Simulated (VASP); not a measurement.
# Hf2F (P6/mmm) in VASP: notebook

Runs on Hf2F. Level: PBE. Tasks: single point, relaxation of cell and atoms.

All numbers are computed with VASP 6.6.1; they aren't measurements. Logs are shortened: lines on timing, memory, paths and dates and some standing lists are left out, and cuts for length are marked.

## (1) The cell of the first run

Symmetry: P6/mmm, No. 191, hexagonal system. The conventional cell has a = 5.064 Å, b = 5.064 Å, c = 2.803 Å, α = 90.00°, β = 90.00°, γ = 120.00°. Hf (site symmetry -6m2) has 5 Hf at 2.80 to 2.92 Å and 6 F at 3.24 Å within 3.7 Å. F (site symmetry 6/mmm) has 2 F at 2.80 Å and 12 Hf at 3.24 Å within 3.7 Å.

## (2) Single point, PBE

The input, INCAR:

```
SYSTEM = Hf2F
  PREC = Accurate
  ENCUT = 520
  EDIFF = 1E-6
  ISMEAR = 0
  SIGMA = 0.1
  LREAL = .FALSE.
  LASPH = .TRUE.
  NELM = 80
  ALGO = Normal
  ISIF = 2
  LWAVE = .FALSE.
  LCHARG = .FALSE.
  GGA = PE
  NBANDS = 20
```

The input, KPOINTS:

```
Automatic mesh
0
G
  6 6 4
  0 0 0
```

The input, POSCAR:

```
Hf2F
1.0
    5.0638882465      0.0000000000      0.0000000000
   -2.5319441233      4.3854558634      0.0000000000
    0.0000000000      0.0000000000      2.8031951399
Hf F
2 1
Direct
    0.3333333333      0.6666666667      0.5000000000
    0.6666666667      0.3333333333      0.5000000000
    0.0000000000      0.0000000000      0.0000000000
```

Potentials or basis: VASP PAW PBE potentials, release 64 (Hf_pv, F).

Command:

```bash
$ cat potpaw_PBE.64/Hf_pv/POTCAR potpaw_PBE.64/F/POTCAR > POTCAR
$ mpirun -np 1 vasp_std > vasp.out
```

OUTCAR:

```text
SYSTEM = Hf2F
   PREC = Accurate
   ENCUT = 520
   EDIFF = 1E-6
   ISMEAR = 0
   LREAL = .FALSE.
   LASPH = .TRUE.
   NELM = 80
   ISIF = 2
   GGA = PE

 ion  position               nearest neighbor table
   1  0.333  0.667  0.500-   2 2.92   2 2.92   2 2.92
   2  0.667  0.333  0.500-   1 2.92   1 2.92   1 2.92
   3  0.000  0.000  0.000-

  LATTYP: Found a hexagonal cell.
 ALAT       =     5.0638882465
 C/A-ratio  =     0.5535657588

  Lattice vectors:

 A1 = (   5.0638882465,   0.0000000000,   0.0000000000)
 A2 = (  -2.5319441233,   4.3854558634,   0.0000000000)
 A3 = (   0.0000000000,   0.0000000000,   2.8031951399)

Analysis of symmetry for initial positions (statically):
=====================================================================
 Subroutine PRICEL returns:
 Original cell was already a primitive cell.

 Routine SETGRP: Setting up the symmetry group for a
 hexagonal supercell.

 Subroutine GETGRP returns: Found 24 space group operations
 (whereof 24 operations were pure point group operations)
 out of a pool of 24 trial point group operations.

The static configuration has the point symmetry D_6h.

Analysis of symmetry for dynamics (positions and initial velocities):
=====================================================================
 Subroutine PRICEL returns:
 Original cell was already a primitive cell.

 Routine SETGRP: Setting up the symmetry group for a
 hexagonal supercell.

 Subroutine GETGRP returns: Found 24 space group operations
 (whereof 24 operations were pure point group operations)
 out of a pool of 24 trial point group operations.

The dynamic configuration has the point symmetry D_6h.

 Subroutine INISYM returns: Found 24 space group operations
 (whereof 24 operations are pure point group operations),
 and found     1 'primitive' translations

----------------------------------------------------------------------------------------

                                     Primitive cell

  volume of cell :      62.2518

  direct lattice vectors                    reciprocal lattice vectors
     5.063888247  0.000000000  0.000000000     0.197476712  0.114013233  0.000000000
    -2.531944123  4.385455863  0.000000000     0.000000000  0.228026465  0.000000000
     0.000000000  0.000000000  2.803195140     0.000000000  0.000000000  0.356735778

  length of vectors
     5.063888247  5.063888247  2.803195140     0.228026465  0.228026465  0.356735778

  position of ions in fractional coordinates (direct lattice)
     0.333333333  0.666666667  0.500000000
     0.666666667  0.333333333  0.500000000
     0.000000000  0.000000000  0.000000000

  ion indices of the primitive-cell ions
   primitive index   ion index
                 1           1
                 2           2
                 3           3

----------------------------------------------------------------------------------------

 KPOINTS: Automatic mesh

Automatic generation of k-mesh.
 Grid dimensions read from file:
 generate k-points for:    6    6    4

 Generating k-lattice:

  Cartesian coordinates                     Fractional coordinates (reciprocal lattice)
     0.032912785  0.019002205  0.000000000     0.166666667  0.000000000  0.000000000
     0.000000000  0.038004411  0.000000000     0.000000000  0.166666667  0.000000000
     0.000000000  0.000000000  0.089183945     0.000000000  0.000000000  0.250000000

  Length of vectors
     0.038004411  0.038004411  0.089183945

  Shift w.r.t. Gamma in fractional coordinates (k-lattice)
     0.000000000  0.000000000  0.000000000

 Subroutine IBZKPT returns following result:
 ===========================================

 Found     21 irreducible k-points:

 Following reciprocal coordinates:
            Coordinates               Weight
  0.000000  0.000000  0.000000      1.000000
  0.166667 -0.000000  0.000000      6.000000
  0.333333 -0.000000  0.000000      6.000000
  0.500000  0.000000  0.000000      3.000000
  0.166667  0.166667  0.000000      6.000000
  0.333333  0.166667  0.000000     12.000000
[... 13 lines left out ...]
  0.333333  0.166667  0.500000     12.000000
  0.333333  0.333333  0.500000      2.000000
   k-points           NKPTS =     21   k-points in BZ     NKDIM =     21   number of bands    NBANDS=     20
   number of dos      NEDOS =    301   number of ions     NIONS =      3
   total plane-waves  NPLWV =  38400
   dimension x,y,z NGX =    40 NGY =   40 NGZ =   24
   dimension x,y,z NGXF=    80 NGYF=   80 NGZF=   48
   ions per type =               2   1
   NGX,Y,Z   is equivalent  to a cutoff of  13.13, 13.13, 14.23 a.u.
   NGXF,Y,Z  is equivalent  to a cutoff of  26.26, 26.26, 28.47 a.u.
 SYSTEM =  Hf2F
   PREC   = accura    normal or accurate (medium, high low for compatibility)
   ISTART =      0    job   : 0-new  1-cont  2-samecut
   ICHARG =      2    charge: 1-file 2-atom 10-const
   ISPIN  =      1    spin polarized calculation?
   LNONCOLLINEAR =      F non collinear calculations
   LSORBIT =      F    spin-orbit coupling
   LASPH  =      T    aspherical Exc in radial PAW
   ENCUT  =  520.0 eV  38.22 Ry    6.18 a.u.   9.42  9.42  5.21*2*pi/ulx,y,z
   NELM   =     80;   NELMIN=  2; NELMDL= -5     # of ELM steps
   EDIFF  = 0.1E-05   stopping-criterion for ELM
   LREAL  =      F    real-space projection
   EDIFFG = 0.1E-04   stopping-criterion for IOM
   NSW    =      0    number of steps for IOM
   IBRION =     -1    ionic relax: 0-MD 1-quasi-New 2-CG
   NFREE  =      0    steps in history (QN), initial steepest desc. (CG)
   ISIF   =      2    stress and relaxation
   ISYM   =      2    0-nonsym 1-usesym 2-fastsym
   POTIM  = 0.5000    time-step for ionic-motion
   TEBEG  =    0.0;   TEEND  =   0.0 temperature during run
   PSTRESS=    0.0 pullay stress
   NELECT =      27.0000    total number of electrons
   NUPDOWN=      -1.0000    fix difference up-down
   EMIN   =  10.00;   EMAX   =-10.00  energy-range for DOS
   EFERMI =   0.00;   METHOD = LEGACY
   ISMEAR =     0;   SIGMA  =   0.10  broadening in eV -4-tet -1-fermi 0-gaus
   EFERMI_NEDOS =   21; number of points for ismear=-14 and -15
   IALGO  =     38    algorithm
   IMIX   =      4    mixing-type and parameters
     AMIX     =   0.40;   BMIX     =  1.00
     AMIX_MAG =   1.60;   BMIX_MAG =  1.00
  volume/ion in A,a.u.               =      20.75       140.03
  Fermi-wavevector in a.u.,A,eV,Ry     =   1.239211  2.341770 20.893713  1.535645
  Thomas-Fermi vector in A             =   2.373704
   LORBIT       =      0    0 simple, 1 ext, 2 COOP (PROOUT), +10 PAW based schemes
   GGA     = PE    functional components
   LHFCALC =     F    Hartree Fock is set to
   AEXX    =    0.0000 exact exchange contribution
   IVDW    =     0    specifies the selected vdW correction
   LEPSILON=     F    determine dielectric tensor
   LRPA    =     F    only Hartree local field effects (RPA)
 non-spin polarized calculation
 Gauss-broadening in eV      SIGMA  =   0.10
  energy-cutoff  :      520.00
  volume of cell :       62.25
 maximum number of plane-waves:      1698
 NGX is ok and might be reduce to    40
   NGX = 19   NGY = 19   NGZ = 11

 number of electron      27.0000004 magnetization

 Free energy of the ion-electron system (eV)
  ---------------------------------------------------
  ext. energy  EPLUGINS =         0.00000000
  ---------------------------------------------------
  free energy    TOTEN  =       -20.68438535 eV

  energy without entropy =      -20.66999351  energy(sigma->0) =      -20.67718943

 E-fermi :   2.8640     XC(G=0): -10.3155

 val. band max:        2.7821536455   @ k =   0.1667   0.1667   0.0000
 cond. band min:       2.8846977345   @ k =   0.3333   0.1667   0.2500
 fundamental gap:      0.1025440891
 Fermi energy:         2.8640199285

 k-point     1 :       0.0000    0.0000    0.0000
  band No.  band energies     occupation
      1     -28.1345      2.00000
      2     -28.1345      2.00000
      3     -27.5524      2.00000
      4     -27.5524      2.00000
      5     -27.2545      2.00000
      6     -27.1441      2.00000
[... 12 lines left out ...]
     19       7.1473      0.00000
     20       8.9962      0.00000

 k-point     2 :       0.1667   -0.0000    0.0000
  band No.  band energies     occupation
      1     -28.1467      2.00000
      2     -28.1069      2.00000
      3     -27.5826      2.00000
      4     -27.5391      2.00000
      5     -27.2481      2.00000
      6     -27.1507      2.00000
[... 12 lines left out ...]
     19       7.2050      0.00000
     20       8.6080      0.00000

 k-point     3 :       0.3333   -0.0000    0.0000
  band No.  band energies     occupation
      1     -28.1697      2.00000
      2     -28.0395      2.00000
      3     -27.6550      2.00000
      4     -27.5139      2.00000
      5     -27.2314      2.00000
      6     -27.1676      2.00000
[... 12 lines left out ...]
     19       7.3661      0.00000
     20       7.6708      0.00000

 k-point     4 :       0.5000    0.0000    0.0000
  band No.  band energies     occupation
      1     -28.1805      2.00000
      2     -27.9942      2.00000
      3     -27.7028      2.00000
      4     -27.5020      2.00000
      5     -27.2179      2.00000
      6     -27.1811      2.00000
[... 12 lines left out ...]
     19       6.9410      0.00000
     20       7.4875      0.00000

 k-point     5 :       0.1667    0.1667    0.0000
  band No.  band energies     occupation
      1     -28.1687      2.00000
      2     -28.0514      2.00000
      3     -27.6416      2.00000
      4     -27.5157      2.00000
      5     -27.2363      2.00000
      6     -27.1627      2.00000
[... 12 lines left out ...]
     19       7.3349      0.00000
     20       7.8756      0.00000
[... 284 lines left out ...]
      6     -27.3787      2.00000
[... 12 lines left out ...]
     19       7.8069      0.00000
     20       8.4306      0.00000

 k-point    19 :       0.1667    0.1667    0.5000
  band No.  band energies     occupation
      1     -28.4755      2.00000
      2     -28.3579      2.00000
      3     -28.0068      2.00000
      4     -27.8963      2.00000
      5     -27.5086      2.00000
      6     -27.3912      2.00000
[... 12 lines left out ...]
     19       6.6730      0.00000
     20       7.0434      0.00000

 k-point    20 :       0.3333    0.1667    0.5000
  band No.  band energies     occupation
      1     -28.4461      2.00000
      2     -28.3874      2.00000
      3     -28.0269      2.00000
      4     -27.8158      2.00000
      5     -27.5918      2.00000
      6     -27.3695      2.00000
[... 12 lines left out ...]
     19       7.3461      0.00000
     20       8.1637      0.00000

 k-point    21 :       0.3333    0.3333    0.5000
  band No.  band energies     occupation
      1     -28.4168      2.00000
      2     -28.4168      2.00000
      3     -28.0395      2.00000
      4     -27.7043      2.00000
      5     -27.7043      2.00000
      6     -27.3562      2.00000
[... 12 lines left out ...]
     19       7.0506      0.00000
     20       8.9157      0.00000

------------------------ aborting loop because EDIFF is reached ----------------------------------------

  FORCE on cell =-STRESS in cart. coord.  units (eV):
  Direction    XX          YY          ZZ          XY          YZ          ZX
  --------------------------------------------------------------------------------------
  -------------------------------------------------------------------------------------
  Total       -0.1504342     -0.1504342     -0.1128511      0.0000000      0.0000000      0.0000000
  in kB       -3.8717300     -3.8717300     -2.9044532      0.0000000      0.0000000      0.0000000
  external PRESSURE =      -3.5493044 kB  Pullay stress =       0.0000000 kB

 VOLUME and BASIS-vectors are now :
 -----------------------------------------------------------------------------
  energy-cutoff  :      520.00
  volume of cell :       62.25
      direct lattice vectors                 reciprocal lattice vectors
     5.063888247  0.000000000  0.000000000     0.197476712  0.114013233  0.000000000
    -2.531944123  4.385455863  0.000000000     0.000000000  0.228026465  0.000000000
     0.000000000  0.000000000  2.803195140     0.000000000  0.000000000  0.356735778

 POSITION                                       TOTAL-FORCE (eV/Angst)
 -----------------------------------------------------------------------------------
     -0.00000      2.92364      1.40160         0.000000     -0.000000      0.000000
      2.53194      1.46182      1.40160        -0.000000      0.000000      0.000000
      0.00000      0.00000      0.00000         0.000000      0.000000      0.000000
 -----------------------------------------------------------------------------------
    total drift:                                0.000000     -0.000000      0.000000

  FREE ENERGIE OF THE ION-ELECTRON SYSTEM (eV)
  ---------------------------------------------------
  free  energy   TOTEN  =       -20.6843853468 eV

  energy  without entropy=      -20.6699935110  energy(sigma->0) =      -20.67718943
```

Run time: 57 s. Hardware: 1 thread of AMD EPYC 7R13, shared host; peak memory 0.16 GiB.

Results:

```yaml
Free_energy: -20.6844 eV
Pressure: -0.4 GPa
```

Stress tensor (GPa, compression positive):
```
-0.39  0.00  0.00
 0.00 -0.39  0.00
 0.00  0.00 -0.29
```

Caveat: the k points lie up to 0.56 Å⁻¹ apart; spin-orbit coupling is left out, which moves the levels of the heavy elements; an odd number of electrons without spin polarisation forces a metal; a magnetic or distorted state may lie lower.

## (3) Relaxation of cell and atoms, PBE

This run uses another cell than the first one, of 15.55 Å³/atom, 0.749 times its volume.

The input, INCAR:

```
SYSTEM = Hf2F
ALGO = Normal
EDIFF = 1E-6
EDIFFG = -0.04
ENCUT = 600
GGA = PE
IBRION = 2
ISIF = 3
ISMEAR = 0
LASPH = .TRUE.
LCHARG = .FALSE.
LREAL = .FALSE.
LWAVE = .FALSE.
NELM = 100
NSW = 90
PREC = Accurate
SIGMA = 0.1
```

The input, KPOINTS:

```
k-points
0
G
  6 6 4
  0 0 0
```

The input, POSCAR:

```
Hf2F
1.0
    3.6809971178      0.0000000000      0.0000000000
   -1.8404985589      3.1878370153      0.0000000000
    0.0000000000      0.0000000000      3.9744985491
Hf F
2 1
Direct
    0.3333333333      0.6666666667      0.5000000000
    0.6666666667      0.3333333333      0.5000000000
    0.0000000000      0.0000000000      0.0000000000
```

Potentials or basis: VASP PAW PBE potentials, release 64 (Hf_pv, F).

Command:

```bash
$ cat potpaw_PBE.64/Hf_pv/POTCAR potpaw_PBE.64/F/POTCAR > POTCAR
$ mpirun -np 1 vasp_std > vasp.out
```

It took 7.2 min on 1 thread of AMD EPYC 7R13, shared host; peak memory 0.16 GiB.

It converged, with:

| Item | Value |
| --- | --- |
| Free energy | -20.3570 eV |
| Relaxed volume | 19.44 Å³/atom |
| Relaxed cell | a = 4.894 Å, b = 4.894 Å, c = 2.812 Å, α = 90.00°, β = 90.00°, γ = 120.00° |
| Space group after relaxing (to 0.05 Å) | P6/mmm (No. 191) |
| Energy gained by relaxing | 2820.0 meV/atom |
| Ionic steps | 14 |
| Pressure after relaxing | 0.0 GPa |

Stress tensor (GPa, compression positive):
```
 0.14  0.00  0.00
 0.00  0.14  0.00
 0.00  0.00 -0.30
```

The path:
| step | energy change (eV) | largest force (eV/Å) | pressure (GPa) | volume (Å³) |
| --- | --- | --- | --- | --- |
| 1 | 0.0000 | 0.0000 | 60.29 | 46.64 |
| 2 | -5.4195 | 0.0000 | -15.64 | 94.48 |
| 3 | -6.2417 | 0.0000 | -2.84 | 76.29 |
| 4 | -6.2667 | 0.0000 | -5.23 | 78.83 |
| 5 | -7.2220 | 0.0000 | -7.25 | 72.12 |
| 6 | -8.2401 | 0.0000 | -6.86 | 64.09 |
| 7 | -1.7703 | 0.0000 | 69.14 | 45.89 |
| 8 | -8.3392 | 0.0000 | -6.13 | 62.90 |
| 9 | -8.4189 | 0.0000 | -2.75 | 59.89 |
| 10 | -8.4258 | 0.0000 | -3.80 | 60.71 |
| 11 | -8.4141 | 0.0000 | 5.14 | 55.44 |
| 12 | -8.4595 | 0.0000 | 0.09 | 58.23 |
| 13 | -8.4595 | 0.0000 | 0.17 | 58.18 |
| 14 | -8.4600 | 0.0000 | -0.01 | 58.33 |

Final structure:
```
Hf F
1.0
     4.89404    0.00000    0.00000
    -2.44702    4.23836    0.00000
     0.00000    0.00000    2.81197
Hf F
2 1
Direct
  0.33333 0.66667 0.50000
  0.66667 0.33333 0.50000
  0.00000 0.00000 0.00000
```

Levels at points of the mesh, in eV from the Fermi level:
| k point | band 11 | band 12 | band 13 | band 14 | band 15 | band 16 |
| --- | --- | --- | --- | --- | --- | --- |
| (0.00, 0.00, 0.00) | -2.73 | -1.20 | -1.04 | 0.68 | 0.68 | 2.02 |
| (0.50, 0.00, 0.00) | -2.64 | -2.11 | -0.70 | -0.15 | -0.12 | 1.10 |
| (0.00, 0.00, 0.50) | -1.59 | -1.59 | -0.46 | 1.89 | 2.33 | 2.35 |
| (0.50, 0.00, 0.50) | -1.46 | -1.03 | -0.10 | 0.28 | 0.67 | 0.92 |

Caveat: the k points lie up to 0.56 Å⁻¹ apart in the final cell; the volume moved by over 15 % at a fixed basis, so the end points are rough; spin-orbit coupling is left out, which moves the levels of the heavy elements; an odd number of electrons without spin polarisation forces a metal; a magnetic or distorted state may lie lower.
